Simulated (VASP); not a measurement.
# Te2Mo in VASP: a series of runs, part 2 of 2

VASP 6.6.1. The steps go on from the part before.

## Step 4: Single point, LDA

The input, INCAR:

```
SYSTEM = Te2Mo
PREC = Accurate ; ENCUT = 520
EDIFF = 1E-7 ; ISMEAR = 1
SIGMA = 0.1 ; LREAL = .FALSE.
LASPH = .TRUE. ; NELM = 60
ALGO = Normal ; ISIF = 2
LWAVE = .FALSE. ; LCHARG = .TRUE.
GGA = CA ; LELF = .TRUE.
LVHAR = .TRUE. ; NBANDS = 35
```

The input, KPOINTS:

```
regular mesh
0
G
  6 10 1
  0 0 0
```

The input, POSCAR:

```
Te2Mo
1.0
    6.3616090156      0.0000000000      0.0000000000
    0.0000000000      3.4804030600      0.0000000000
   -0.0857412231      0.0000000000     36.1758904685
Te Mo
4 2
Direct
    0.0791521300      0.7500000000      0.4434726800
    0.9208478700      0.2500000000      0.5565273200
    0.5707489000      0.2500000000      0.4592964200
    0.4292511000      0.7500000000      0.5407035800
    0.8186524400      0.7500000000      0.5025346300
    0.1813475600      0.2500000000      0.4974653700
```

Potentials or basis: VASP PAW LDA potentials, release 64 (Te, Mo_sv).

Run with:

```bash
$ cat potpaw_LDA.64/Te/POTCAR potpaw_LDA.64/Mo_sv/POTCAR > POTCAR
$ mpirun -np 1 vasp_std > vasp.out
```

OUTCAR:

```text
SYSTEM = Te2Mo
   PREC = Accurate
   ENCUT = 520
   EDIFF = 1E-7
   ISMEAR = 1
   LREAL = .FALSE.
   LASPH = .TRUE.
   NELM = 60
   ISIF = 2
   GGA = CA

 ion  position               nearest neighbor table
   1  0.079  0.750  0.443-   6 2.69   6 2.69   5 2.71   3 3.62   3 3.62
   2  0.921  0.250  0.557-   5 2.69   5 2.69   6 2.71   4 3.62   4 3.62
   3  0.571  0.250  0.459-   5 2.82   5 2.82   6 2.84   4 3.54   4 3.54   1 3.62   1 3.62
   4  0.429  0.750  0.541-   6 2.82   6 2.82   5 2.84   3 3.54   3 3.54   2 3.62   2 3.62
   5  0.819  0.750  0.503-   2 2.69   2 2.69   1 2.71   3 2.82   3 2.82   4 2.84   6 2.90   6 2.90

   6  0.181  0.250  0.497-   1 2.69   1 2.69   2 2.71   4 2.82   4 2.82   3 2.84   5 2.90   5 2.90

  LATTYP: Found a simple monoclinic cell.
 ALAT       =     6.3616090156
 B/A-ratio  =     0.5470947761
 C/A-ratio  =     5.6866104138
 COS(beta)  =    -0.0023701139

  Lattice vectors:

 A1 = (   6.3616090156,   0.0000000000,   0.0000000000)
 A2 = (   0.0000000000,   3.4804030600,   0.0000000000)
 A3 = (  -0.0857412231,   0.0000000000,  36.1758904685)

[... 184 lines left out ...]
 E-fermi :  -2.4095     XC(G=0):  -2.3472

 val. band max:       -2.4169383835   @ k =   0.0000   0.1000   0.0000
 cond. band min:      -2.3832968009   @ k =   0.0000   0.1000   0.0000
 fundamental gap:      0.0336415825
 Fermi energy:        -2.4094738156

 k-point     1 :       0.0000    0.0000    0.0000
  band No.  band energies     occupation
      1     -63.1073      2.00000
      2     -63.0482      2.00000
      3     -37.5448      2.00000
      4     -37.4845      2.00000
      5     -37.4305      2.00000
      6     -37.3192      2.00000
[... 901 lines left out ...]
     34       0.9903      0.00000
     35       2.0433      0.00000

------------------------ aborting loop because EDIFF is reached ----------------------------------------

  FORCE on cell =-STRESS in cart. coord.  units (eV):
  Direction    XX          YY          ZZ          XY          YZ          ZX
  --------------------------------------------------------------------------------------
  -------------------------------------------------------------------------------------
  Total       -4.8831541     -4.9725586     -2.8115455      0.0000000      0.0000000      0.1039601
  in kB       -9.7677665     -9.9466021     -5.6239307      0.0000000      0.0000000      0.2079513
  external PRESSURE =      -8.4460998 kB  Pullay stress =       0.0000000 kB

 VOLUME and BASIS-vectors are now :
 -----------------------------------------------------------------------------
  energy-cutoff  :      520.00
  volume of cell :      800.97
      direct lattice vectors                 reciprocal lattice vectors
     6.361609016  0.000000000  0.000000000     0.157192936  0.000000000  0.000372566
     0.000000000  3.480403060  0.000000000     0.000000000  0.287323044  0.000000000
    -0.085741223  0.000000000 36.175890469     0.000000000  0.000000000  0.027642720

 POSITION                                       TOTAL-FORCE (eV/Angst)
 -----------------------------------------------------------------------------------
      0.46551      2.61030     16.04302        -0.005619      0.000000      0.430369
      5.81036      0.87010     20.13287         0.005619     -0.000000     -0.430369
      3.59150      0.87010     16.61546        -0.020581     -0.000000      0.353828
      2.68437      2.61030     19.56043         0.020581     -0.000000     -0.353828
      5.16486      2.61030     18.17964         0.110240     -0.000000      0.087034
      1.11101      0.87010     17.99625        -0.110240     -0.000000     -0.087034
 -----------------------------------------------------------------------------------
    total drift:                                0.000000     -0.000000     -0.000000

  FREE ENERGIE OF THE ION-ELECTRON SYSTEM (eV)
  ---------------------------------------------------
  free  energy   TOTEN  =       -40.7257361571 eV

  energy  without entropy=      -40.7240596925  energy(sigma->0) =      -40.72517734
```

stdout:

```text
POSCAR found type information on POSCAR TeMo
 POSCAR found :  2 types and       6 ions
 scaLAPACK will be used
 LDA part: xc-table for (Slater(with rela. corr.)+CA(PZ))
 , standard interpolation
 POSCAR, INCAR and KPOINTS ok, starting setup
 FFT: planning ... GRIDC
 FFT: planning ... GRID_SOFT
 FFT: planning ... GRID
 WAVECAR not read
 entering main loop
```

It took 18 min on 1 thread of Intel Xeon Platinum 8488C (Sapphire Rapids), shared host; peak memory 0.91 GiB.

What came out:

```
Free energy            : -40.7257 eV
Largest force          : 0.430 eV/Å
Band gap on the k mesh : zero (band 26 reaches -2.27 eV, above the bottom of band 27 at -2.44 eV)
```

Forces in eV/Å, atoms in the order of the input:
```
Te  -0.006  0.000  0.430
Te   0.006  0.000 -0.430
Te  -0.021  0.000  0.354
Te   0.021  0.000 -0.354
Mo   0.110  0.000  0.087
Mo  -0.110  0.000 -0.087
```

Levels at points of the mesh, in eV from the Fermi level:
```csv
k point,band 24,band 25,band 26,band 27,band 28,band 29
"(0.00, 0.00, 0.00)",-0.62,-0.33,0.14,0.59,1.05,1.67
"(0.50, 0.00, 0.00)",-0.82,-0.80,-0.69,0.06,1.04,1.42
"(0.00, 0.50, 0.00)",-1.61,-1.41,-1.41,1.12,1.12,1.39
"(0.50, 0.50, 0.00)",-1.73,-0.85,-0.85,1.03,1.03,1.87
```

Caveat: spin-orbit coupling is left out, which moves the levels of the heavy elements.

## Step 5: Single point, LDA

The input, INCAR:

```
PREC = Accurate
ENCUT = 520
EDIFF = 1E-6
ISMEAR = 1
SIGMA = 0.5
LREAL = False
LASPH = True
NELM = 60
ALGO = Normal
ISIF = 2
LWAVE = False
LCHARG = False
NBANDS = 35
```

The input, KPOINTS:

```
Automatic mesh
0
Gamma
  6 10 1
```

POSCAR is that of step 4.

Run with:

```bash
$ cat potpaw_LDA.64/Te/POTCAR potpaw_LDA.64/Mo_sv/POTCAR > POTCAR
$ mpirun -np 1 vasp_std > vasp.out
```

Run time: 16 min. Hardware: 1 thread of Intel Xeon Platinum 8488C (Sapphire Rapids), shared host; peak memory 0.91 GiB.

The run converged. Its results:

```
Free energy            : -40.6992 eV
Largest force          : 0.428 eV/Å
Band gap on the k mesh : zero (band 26 reaches -2.28 eV, above the bottom of band 27 at -2.44 eV)
```

Forces in eV/Å, atoms in the order of the input:
```
Te   0.009  0.000  0.428
Te  -0.009  0.000 -0.428
Te  -0.015  0.000  0.336
Te   0.015  0.000 -0.336
Mo   0.090  0.000  0.076
Mo  -0.090  0.000 -0.076
```

Levels at points of the mesh, in eV from the Fermi level:
| k point | band 22 | band 23 | band 24 | band 25 | band 26 | band 27 | band 28 | band 29 | band 30 | band 31 |
| --- | --- | --- | --- | --- | --- | --- | --- | --- | --- | --- |
| (0.00, 0.00, 0.00) | -1.26 | -0.91 | -0.57 | -0.27 | 0.19 | 0.65 | 1.10 | 1.73 | 2.13 | 2.26 |
| (0.50, 0.00, 0.00) | -1.28 | -1.21 | -0.76 | -0.75 | -0.63 | 0.11 | 1.09 | 1.48 | 1.81 | 2.85 |
| (0.00, 0.50, 0.00) | -2.50 | -1.56 | -1.56 | -1.35 | -1.35 | 1.18 | 1.18 | 1.44 | 1.44 | 2.03 |
| (0.50, 0.50, 0.00) | -2.24 | -1.67 | -1.67 | -0.80 | -0.80 | 1.09 | 1.09 | 1.92 | 1.92 | 2.31 |

Caveat: spin-orbit coupling is left out, which moves the levels of the heavy elements.

## Step 6: Single point, LDA

The input, INCAR:

```
ALGO     = Normal         # electronic algorithm
EDIFF    = 1E-7           # SCF threshold, eV
ENCUT    = 520            # plane-wave cutoff, eV
GGA      = CA             # functional
ISIF     = 2              # what is computed and relaxed
ISMEAR   = 0              # smearing method
LASPH    = T              # aspherical terms in the spheres
LCHARG   = F              # write CHGCAR
LREAL    = F              # projectors in reciprocal space
LWAVE    = F              # write WAVECAR
NBANDS   = 35             # bands
NELM     = 80             # most SCF steps
PREC     = Accurate       # precision mode
SIGMA    = 0.02           # smearing width, eV
```

The input, KPOINTS:

```
k-points
0
Gamma
  6 10 1
```

POSCAR is that of step 5.

Potentials or basis: VASP PAW LDA potentials, release 64 (Te, Mo_sv).

Run with:

```bash
$ cat potpaw_LDA.64/Te/POTCAR potpaw_LDA.64/Mo_sv/POTCAR > POTCAR
$ mpirun -np 1 vasp_std > vasp.out
```

It took 16 min on 1 thread of Intel Xeon Platinum 8375C at 2.90GHz (Ice Lake), shared host; peak memory 0.92 GiB.

Results (log left out):

| Property | Result |
| --- | --- |
| Free energy | -40.7251 eV |
| Largest force | 0.431 eV/Å |
| Band gap on the k mesh | zero (band 26 reaches -2.27 eV, above the bottom of band 27 at -2.44 eV) |

Forces in eV/Å, atoms in the order of the input:
```
Te  -0.005  0.000  0.431
Te   0.005  0.000 -0.431
Te  -0.030  0.000  0.342
Te   0.030  0.000 -0.342
Mo   0.144  0.000  0.119
Mo  -0.144  0.000 -0.119
```

Levels at points of the mesh, in eV from the Fermi level:
| k point | band 23 | band 24 | band 25 | band 26 | band 27 | band 28 | band 29 | band 30 |
| --- | --- | --- | --- | --- | --- | --- | --- | --- |
| (0.00, 0.00, 0.00) | -0.96 | -0.62 | -0.32 | 0.14 | 0.60 | 1.05 | 1.67 | 2.08 |
| (0.50, 0.00, 0.00) | -1.27 | -0.82 | -0.80 | -0.68 | 0.06 | 1.04 | 1.42 | 1.76 |
| (0.00, 0.50, 0.00) | -1.61 | -1.61 | -1.40 | -1.40 | 1.13 | 1.13 | 1.39 | 1.39 |
| (0.50, 0.50, 0.00) | -1.72 | -1.72 | -0.85 | -0.85 | 1.04 | 1.04 | 1.87 | 1.87 |

Caveat: spin-orbit coupling is left out, which moves the levels of the heavy elements.

## Step 7: The runs side by side

```tsv
smearing	gap on the mesh (eV)	largest force (eV/Å)
gaussian 0.1 eV	none	0.43
fermi-dirac 0.2 eV	none	0.42
methfessel-paxton 0.1 eV	none	0.43
methfessel-paxton 0.5 eV	none	0.43
gaussian 0.02 eV	none	0.43
```

Alike in all rows: task single point; level LDA; potentials or basis VASP PAW LDA potentials, release 64 (Te, Mo_sv); no spin polarisation; cell as given; k mesh 6 × 10 × 1; cutoff (eV) 520.

Every run on the cell as given and a fine mesh finds a metal.

Caveats: spin-orbit coupling is left out, which moves the levels of the heavy elements.

Total energies depend on the potentials used, so only differences within one code and one set of settings carry meaning.
